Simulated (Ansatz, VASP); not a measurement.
This is a calculation of Au for Ansatz 0.2.0.

Contents of input:

```
crystal:
  lattice:
    - [2.74841, 0.0, 0.0]
    - [0.0, 2.74841, 0.0]
    - [0.0, 0.0, 2.74841]
  atoms:
    - { symbol: Au, position: [0.5, 0.5, 0.5] }
hamiltonian:
  xc: pbe0
  pseudopotentials: { kind: paw }
kpoints:
  mp_grid: { grid: [5, 5, 5] }
scf:
  occupations: { method: fermi_dirac, width: 0.05 }
output:
  forces: true
  stress: true
  eigenvalues: true
```

Task: Set up the same calculation for VASP 6.6.1. Potentials there: VASP PAW PBE potentials, release 64 (Au).

Result: As run (the cutoff follows the program's own potentials):

File POSCAR:

```
Au
1.0
    2.7484100000      0.0000000000      0.0000000000
    0.0000000000      2.7484100000      0.0000000000
    0.0000000000      0.0000000000      2.7484100000
Au
1
Direct
    0.5000000000      0.5000000000      0.5000000000
```

File INCAR.step1:

```
SYSTEM = Au
PREC = Accurate
ENCUT = 520
EDIFF = 1E-5
ISMEAR = -1
SIGMA = 0.05
LREAL = .FALSE.
LASPH = .TRUE.
NELM = 100
ALGO = Normal
ISIF = 2
LWAVE = .TRUE.
LCHARG = .FALSE.
NBANDS = 12
GGA = PE
```

Contents of INCAR.step2:

```
SYSTEM = Au
PREC = Accurate
ENCUT = 520
EDIFF = 1E-6
ISMEAR = -1
SIGMA = 0.05
LREAL = .FALSE.
LASPH = .TRUE.
NELM = 100
ALGO = Normal
ISIF = 2
LWAVE = .FALSE.
LCHARG = .FALSE.
GGA = PE
LHFCALC = .TRUE.
AEXX = 0.25
PRECFOCK = Normal
NBANDS = 12
ISTART = 1
```

KPOINTS

```
Automatic mesh
0
G
  5 5 5
  0 0 0
```

Potentials or basis: VASP PAW PBE potentials, release 64 (Au).

Run with:

```sh
$ cat potpaw_PBE.64/Au/POTCAR > POTCAR
$ cp INCAR.step1 INCAR
$ mpirun -np 1 vasp_std > vasp.out
$ cp INCAR.step2 INCAR
$ mpirun -np 1 vasp_std > vasp.out
```

Both were run:

|  | VASP | Ansatz | Ansatz less VASP |
| --- | --- | --- | --- |
| gap on the k mesh at the Fermi level (eV) | none | none | - |
| pressure (GPa) | -1.4 | -1.2 | +0.23 |

A gap of «none» marks a metal or a gap that the smearing closes. VASP's potentials hold 11 valence electrons a cell and Ansatz's 19, so a difference there can come from the potentials and not from the codes.

The k mesh is coarse, so the values compare programs but aren't converged. Spin-orbit coupling is off throughout.
